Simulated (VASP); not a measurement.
# Ni (P6_3/mmc) in VASP: a series of runs, part 2 of 2

VASP 6.6.1. Earlier steps stand in the parts before.

## (3) Single point, PBE, collinear spin, ferromagnetic start

Input file INCAR:

```
PREC = Accurate ; ENCUT = 590
EDIFF = 1E-6 ; ISMEAR = -1
SIGMA = 0.05 ; LREAL = False
LASPH = True ; NELM = 200
ALGO = Normal ; ISIF = 2
LWAVE = False ; LCHARG = False
ISPIN = 2 ; MAGMOM = 0.75 0.75
LORBIT = 11 ; NUPDOWN = 1.5
LMAXMIX = 4 ; GGA = PE
NBANDS = 29 ; GGA_COMPAT = False
```

Input file KPOINTS:

```
Automatic mesh
0
Gamma
  10 10 6
```

Input file POSCAR:

```
Ni
1.0
    2.4480228978      0.0000000000      0.0000000000
   -1.2240114489      2.1200500186      0.0000000000
    0.0000000000      0.0000000000      4.0728075700
Ni
2
Direct
    0.6666666667      0.3333333333      0.7500000000
    0.3333333333      0.6666666667      0.2500000000
```

Potentials or basis: VASP PAW PBE potentials, release 64 (Ni_sv_GW).

Started as:

```bash
> cat potpaw_PBE.64/Ni_sv_GW/POTCAR > POTCAR
> mpirun -np 1 vasp_std > vasp.out
```

OUTCAR:

```text
PREC = Accurate
   ENCUT = 590
   EDIFF = 1E-6
   ISMEAR = -1
   LREAL = False
   LASPH = True
   NELM = 200
   ISIF = 2
   ISPIN = 2
   LORBIT = 11
   NUPDOWN = 1.5
   GGA = PE

 ion  position               nearest neighbor table
   1  0.667  0.333  0.750-   2 2.48   2 2.48   2 2.48   2 2.48   2 2.48   2 2.48
   2  0.333  0.667  0.250-   1 2.48   1 2.48   1 2.48   1 2.48   1 2.48   1 2.48

  LATTYP: Found a hexagonal cell.
 ALAT       =     2.4480228978
 C/A-ratio  =     1.6637130207

  Lattice vectors:

 A1 = (   2.4480228978,   0.0000000000,   0.0000000000)
 A2 = (  -1.2240114489,   2.1200500186,   0.0000000000)
 A3 = (   0.0000000000,   0.0000000000,   4.0728075700)

Analysis of symmetry for initial positions (statically):
=====================================================================
 Subroutine PRICEL returns:
 Original cell was already a primitive cell.

 Routine SETGRP: Setting up the symmetry group for a
 hexagonal supercell.

 Subroutine GETGRP returns: Found 24 space group operations
 (whereof 12 operations were pure point group operations)
 out of a pool of 24 trial point group operations.

The static configuration has the point symmetry D_3d.
 The point group associated with its full space group is D_6h.

Analysis of symmetry for dynamics (positions and initial velocities):
=====================================================================
 Subroutine PRICEL returns:
 Original cell was already a primitive cell.

 Routine SETGRP: Setting up the symmetry group for a
 hexagonal supercell.

 Subroutine GETGRP returns: Found 24 space group operations
 (whereof 12 operations were pure point group operations)
 out of a pool of 24 trial point group operations.

The dynamic configuration has the point symmetry D_3d.
 The point group associated with its full space group is D_6h.

Analysis of structural, dynamic, and magnetic symmetry:
[... 145 lines left out ...]
  volume of cell :       21.14
 maximum number of plane-waves:       701
 NGX is ok and might be reduce to    20
   NGX =  9   NGY =  9   NGZ = 17

 number of electron      35.9999972 magnetization       1.4999998

 Free energy of the ion-electron system (eV)
  ---------------------------------------------------
  ext. energy  EPLUGINS =         0.00000000
  ---------------------------------------------------
  free energy    TOTEN  =       -12.77443104 eV

  energy without entropy =      -12.74195138  energy(sigma->0) =      -12.75819121

 E-fermi :   8.2616     XC(G=0): -14.0664

 val. band max:        8.5915650666   @ k =   0.3000   0.1000   0.5000
 cond. band min:       8.2638681758   @ k =   0.4000   0.2000   0.0000
 fundamental gap:     -0.3276968909
 Fermi energy:         8.6055930258

 spin component 1

 k-point     1 :       0.0000    0.0000    0.0000
  band No.  band energies     occupation
      1     -95.5765      1.00000
      2     -95.5426      1.00000
      3     -56.0297      1.00000
      4     -55.8678      1.00000
      5     -55.8678      1.00000
      6     -55.8359      1.00000
[... 757 lines left out ...]
     28      33.0709      0.00000
     29      36.7487      0.00000

 [... further k-points ...]

 spin component 2

 k-point     1 :       0.0000    0.0000    0.0000
  band No.  band energies     occupation
      1     -94.6025      1.00000
      2     -94.5673      1.00000
      3     -55.0974      1.00000
      4     -54.9114      1.00000
      5     -54.9114      1.00000
      6     -54.8783      1.00000
[... 757 lines left out ...]
     28      33.2275      0.00000
     29      36.8178      0.00000

 [... further k-points ...]
[... 5 lines left out ...]
  --------------------------------------------------------------------------------------
  -------------------------------------------------------------------------------------
  Total        0.6000414      0.6000414      0.2299915      0.0000000      0.0000000      0.0000000
  in kB       45.4816610     45.4816610     17.4327882      0.0000000      0.0000000      0.0000000
  external PRESSURE =      36.1320368 kB  Pullay stress =       0.0000000 kB

 VOLUME and BASIS-vectors are now :
 -----------------------------------------------------------------------------
  energy-cutoff  :      590.00
  volume of cell :       21.14
      direct lattice vectors                 reciprocal lattice vectors
     2.448022898  0.000000000  0.000000000     0.408492911  0.235843492  0.000000000
    -1.224011449  2.120050019  0.000000000     0.000000000  0.471686984  0.000000000
     0.000000000  0.000000000  4.072807570     0.000000000  0.000000000  0.245530873

 POSITION                                       TOTAL-FORCE (eV/Angst)
 -----------------------------------------------------------------------------------
      1.22401      0.70668      3.05461         0.000000      0.000000      0.000000
     -0.00000      1.41337      1.01820        -0.000000      0.000000      0.000000
 -----------------------------------------------------------------------------------
    total drift:                                0.000000     -0.000000      0.000000

  FREE ENERGIE OF THE ION-ELECTRON SYSTEM (eV)
  ---------------------------------------------------
  free  energy   TOTEN  =       -12.7744310411 eV

  energy  without entropy=      -12.7419513821  energy(sigma->0) =      -12.75819121

 total charge

# of ion       s       p       d       f       tot
--------------------------------------------------
    1        2.249   6.322   7.807   0.006  16.385
    2        2.249   6.322   7.807   0.006  16.385
--------------------------------------------------
tot          4.498  12.644  15.615   0.011  32.769

 magnetization (x)

# of ion       s       p       d       f       tot
--------------------------------------------------
    1        0.002  -0.012   0.795  -0.000   0.784
    2        0.002  -0.012   0.795  -0.000   0.784
--------------------------------------------------
tot          0.003  -0.024   1.590  -0.000   1.569
```

stdout:

```text
POSCAR found type information on POSCAR Ni
 POSCAR found :  1 types and       2 ions
 scaLAPACK will be used
 LDA part: xc-table for (Slater+PW92), standard interpolation
 POSCAR, INCAR and KPOINTS ok, starting setup
 FFT: planning ... GRIDC
 FFT: planning ... GRID_SOFT
 FFT: planning ... GRID
 WAVECAR not read
 entering main loop
```

Run time: 50 s. Hardware: 1 thread of Intel Xeon 6975P-C (Granite Rapids), shared host; peak memory 0.19 GiB.

What came out:

```
Free energy                                           : -12.7744 eV
Pressure                                              : 3.6 GPa
Net moment                                            : 1.50 μB per cell
Site moments                                          : Ni +0.78 μB
Valence electrons inside the program's atomic spheres : Ni 16.39
```

Stress tensor (GPa, compression positive):
```
4.55 0.00 0.00
0.00 4.55 0.00
0.00 0.00 1.74
```

Caveat: the total moment is fixed, so each spin has its own Fermi level.

## (4) Single point, PBE, collinear spin, ferromagnetic start

Input file INCAR:

```
SYSTEM = Ni
PREC = Accurate
ENCUT = 590
EDIFF = 1E-6
ISMEAR = -1
SIGMA = 0.05
LREAL = .False.
LASPH = .True.
NELM = 200
ALGO = Normal
ISIF = 2
LWAVE = .False.
LCHARG = .True.
ISPIN = 2
MAGMOM = 1.5 1.5
LORBIT = 11
NUPDOWN = 3.0
LMAXMIX = 4
GGA = PE
LELF = .True.
LVHAR = .True.
NBANDS = 29
GGA_COMPAT = .False.
```

Input file KPOINTS:

```
regular mesh
0
Gamma
  10 10 6
  0 0 0
```

POSCAR is that of step 3.

Started as:

```bash
> cat potpaw_PBE.64/Ni_sv_GW/POTCAR > POTCAR
> mpirun -np 1 vasp_std > vasp.out
```

It took 2.2 min on 1 thread of AMD EPYC 7R43 (Zen 3), shared host; peak memory 0.16 GiB.

Results (log left out):

- Free energy: -11.6068 eV
- Pressure: 15.0 GPa
- Net moment: 3.00 μB per cell
- Site moments: Ni +1.42 μB
- Valence electrons inside the program's atomic spheres: Ni 16.35

Stress tensor (GPa, compression positive):
```
18.12  0.00  0.00
 0.00 18.12  0.00
 0.00  0.00  8.68
```

Caveat: the total moment is fixed, so each spin has its own Fermi level.

## (5) Single point, LDA, collinear spin, ferromagnetic start

This run uses another cell than the first one, of 10.06 Å³/atom, 0.952 times its volume.

Input file INCAR:

```
PREC     = Accurate       # precision mode
ENCUT    = 590            # plane-wave cutoff, eV
EDIFF    = 1E-6           # SCF threshold, eV
ISMEAR   = 0              # smearing method
SIGMA    = 0.01           # smearing width, eV
LREAL    = F              # projectors in reciprocal space
LASPH    = T              # aspherical terms in the spheres
NELM     = 200            # most SCF steps
ALGO     = Normal         # electronic algorithm
ISIF     = 2              # what is computed and relaxed
LWAVE    = F              # write WAVECAR
LCHARG   = T              # write CHGCAR
ISPIN    = 2              # spin polarisation
MAGMOM   = 0.71 0.71      # initial moments
LORBIT   = 11             # projections on sites
LMAXMIX  = 4              # l up to which the mixer works
GGA      = CA             # functional
LELF     = T              # ELF
LVHAR    = T            
NBANDS   = 29             # bands
GGA_COMPAT= F
```

Input file KPOINTS:

```
regular mesh
0
Gamma
  12 12 7
```

Input file POSCAR:

```
Ni
1.0
    2.4214372489      0.0000000000      0.0000000000
   -1.2107186244      2.0970261712      0.0000000000
    0.0000000000      0.0000000000      3.9631664704
Ni
2
Direct
    0.6666666667      0.3333333333      0.7500000000
    0.3333333333      0.6666666667      0.2500000000
```

Potentials or basis: VASP PAW LDA potentials, release 64 (Ni_sv_GW).

Started as:

```bash
> cat potpaw_LDA.64/Ni_sv_GW/POTCAR > POTCAR
> mpirun -np 1 vasp_std > vasp.out
```

Run time: 48 s. Hardware: 1 thread of Intel Xeon 6975P-C (Granite Rapids), shared host; peak memory 0.2 GiB.

The run converged. Its results:

- Free energy: -14.8464 eV
- Pressure: -3.9 GPa
- Net moment: 1.17 μB per cell
- Site moments: Ni +0.61 μB
- Valence electrons inside the program's atomic spheres: Ni 16.44

Stress tensor (GPa, compression positive):
```
-4.08  0.00  0.00
 0.00 -4.08  0.00
 0.00  0.00 -3.58
```

Levels at points of the mesh, in eV from the Fermi level:
Spin up:
```
           k point  band 15  band 16  band 17  band 18  band 19  band 20  band 21  band 22  band 23  band 24
(0.00, 0.00, 0.00)    -2.19    -1.73    -1.73    -0.64    -0.64    -0.53     6.20    23.10    25.56    25.56
(0.50, 0.00, 0.00)    -2.15    -0.51    -0.43    -0.37     1.31     3.33     9.78    10.39    13.05    14.16
```
Spin down:
```
           k point  band 15  band 16  band 17  band 18  band 19  band 20  band 21  band 22
(0.00, 0.00, 0.00)    -1.60    -1.15    -1.15    -0.50    -0.02    -0.02     6.58    23.09
(0.50, 0.00, 0.00)    -1.59     0.14     0.20     0.29     1.75     3.69     9.96    10.54
```

## (6) Single point, PBEsol, collinear spin, ferromagnetic start

This run uses another cell than the first one, of 11.20 Å³/atom, 1.060 times its volume.

Input file INCAR:

```
  ALGO = Normal
  EDIFF = 1E-6
  ENCUT = 590
  GGA = PS
  GGA_COMPAT = False
  ISIF = 2
  ISMEAR = -1
  ISPIN = 2
  LASPH = True
  LCHARG = False
  LMAXMIX = 4
  LORBIT = 11
  LREAL = False
  LWAVE = False
  MAGMOM = 1 1
  NBANDS = 29
  NELM = 200
  PREC = Accurate
  SIGMA = 0.05
```

Input file KPOINTS:

```
k-points
0
Gamma
  12 12 7
```

Input file POSCAR:

```
Ni
1.0
    2.4960355362      0.0000000000      0.0000000000
   -1.2480177681      2.1616301831      0.0000000000
    0.0000000000      0.0000000000      4.1526868216
Ni
2
Direct
    0.6666666667      0.3333333333      0.7500000000
    0.3333333333      0.6666666667      0.2500000000
```

Potentials or basis: VASP PAW PBE potentials, release 64 (Ni_sv_GW).

Started as:

```bash
> cat potpaw_PBE.64/Ni_sv_GW/POTCAR > POTCAR
> mpirun -np 1 vasp_std > vasp.out
```

Run time: 70 s. Hardware: 1 thread of Intel Xeon 6975P-C (Granite Rapids), shared host; peak memory 0.22 GiB.

Results (log left out):

- Free energy: -14.0331 eV
- Pressure: -17.7 GPa
- Net moment: 1.35 μB per cell
- Site moments: Ni +0.71 μB
- Valence electrons inside the program's atomic spheres: Ni 16.33

Stress tensor (GPa, compression positive):
```
-16.57   0.00   0.00
  0.00 -16.57   0.00
  0.00   0.00 -19.89
```

Levels at points of the mesh, in eV from the Fermi level:
Spin up:
```tsv
k point	band 15	band 16	band 17	band 18	band 19	band 20	band 21	band 22	band 23	band 24
(0.00, 0.00, 0.00)	-2.09	-1.62	-1.62	-0.75	-0.75	-0.59	5.09	22.30	24.05	24.05
(0.50, 0.00, 0.00)	-2.08	-0.64	-0.60	-0.53	1.06	2.87	8.92	9.36	11.96	12.67
```
Spin down:
```csv
k point,band 15,band 16,band 17,band 18,band 19,band 20,band 21,band 22
"(0.00, 0.00, 0.00)",-1.35,-0.90,-0.90,-0.62,0.01,0.01,5.54,22.20
"(0.50, 0.00, 0.00)",-1.37,0.17,0.19,0.30,1.58,3.29,9.05,9.49
```

Caveat: the PAW data sets were made with another functional, which shifts forces and pressure a little.

## (7) The runs side by side

| level | potentials or basis | fixed moment (μB) | cell | k mesh | cutoff (eV) | smearing | second run | gap on the mesh (eV) | pressure (GPa) | moment (μB) |
| --- | --- | --- | --- | --- | --- | --- | --- | --- | --- | --- |
| PBE | VASP PAW PBE potentials, release 64 (Ni) | - | a = 2.448, b = 2.448, c = 4.073 Å, angles 90.0, 90.0, 120.0°, 2 atoms | 12 × 12 × 7 | 520 | fermi-dirac 0.05 eV | - | none | 7.0 | 1.27 |
| PBE | VASP PAW PBE potentials, release 64 (Ni_sv_GW) | 1.5 | a = 2.448, b = 2.448, c = 4.073 Å, angles 90.0, 90.0, 120.0°, 2 atoms | 10 × 10 × 6 | 590 | fermi-dirac 0.05 eV | valence_matched | - | 3.6 | 1.50 |
| PBE | VASP PAW PBE potentials, release 64 (Ni_sv_GW) | 3.0 | a = 2.448, b = 2.448, c = 4.073 Å, angles 90.0, 90.0, 120.0°, 2 atoms | 10 × 10 × 6 | 590 | fermi-dirac 0.05 eV | valence_matched | - | 15.0 | 3.00 |
| LDA | VASP PAW LDA potentials, release 64 (Ni_sv_GW) | - | a = 2.421, b = 2.421, c = 3.963 Å, angles 90.0, 90.0, 120.0°, 2 atoms | 12 × 12 × 7 | 590 | gaussian 0.01 eV | valence_matched | none | -3.9 | 1.17 |
| PBEsol | VASP PAW PBE potentials, release 64 (Ni_sv_GW) | - | a = 2.496, b = 2.496, c = 4.153 Å, angles 90.0, 90.0, 120.0°, 2 atoms | 12 × 12 × 7 | 590 | fermi-dirac 0.05 eV | valence_matched | none | -17.7 | 1.35 |

Alike in all rows: task single point; spin collinear, ferromagnetic start.

Caveats: the total moment is fixed, so each spin has its own Fermi level (some runs); the PAW data sets were made with another functional, which shifts forces and pressure a little (some runs).

Total energies depend on the potentials used, so only differences within one code and one set of settings carry meaning.
